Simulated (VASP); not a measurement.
A run of VASP 6.6.1 is set up as follows.

Contents of INCAR:

```
SYSTEM = In
PREC     = Accurate       ! precision mode
ENCUT    = 500            ! plane-wave cutoff, eV
EDIFF    = 1E-6           ! SCF threshold, eV
ISMEAR   = 0              ! smearing method
SIGMA    = 0.1            ! smearing width, eV
LREAL    = .FALSE.        ! projectors in reciprocal space
LASPH    = .TRUE.         ! aspherical terms in the spheres
NELM     = 120            ! most SCF steps
ALGO     = Normal         ! electronic algorithm
ISIF     = 2              ! what is computed and relaxed
LWAVE    = .FALSE.        ! write WAVECAR
LCHARG   = .TRUE.         ! write CHGCAR
GGA      = PE             ! functional
LELF     = .TRUE.         ! ELF
LVHAR    = .TRUE.       
NBANDS   = 12             ! bands
GGA_COMPAT= .FALSE.
```

File KPOINTS:

```
Automatic mesh
0
G
  16 16 16
  0 0 0
```

Contents of POSCAR:

```
In
1.0
    0.0000000000      2.3688395862      2.3688395862
    2.3688395862      0.0000000000      2.3688395862
    2.3688395862      2.3688395862      0.0000000000
In
1
Direct
    0.0000000000      0.0000000000      0.0000000000
```

Potentials or basis: VASP PAW PBE potentials, release 64 (In_d).

Command:

```console
$ cat potpaw_PBE.64/In_d/POTCAR > POTCAR
$ mpirun -np 1 vasp_std > vasp.out
```

Problem. Estimate the pressure.

Solution. 1.3 GPa.

Caveat: the cell differs from its parent crystal (Tl replaced by In, lengths x 0.988, strained).
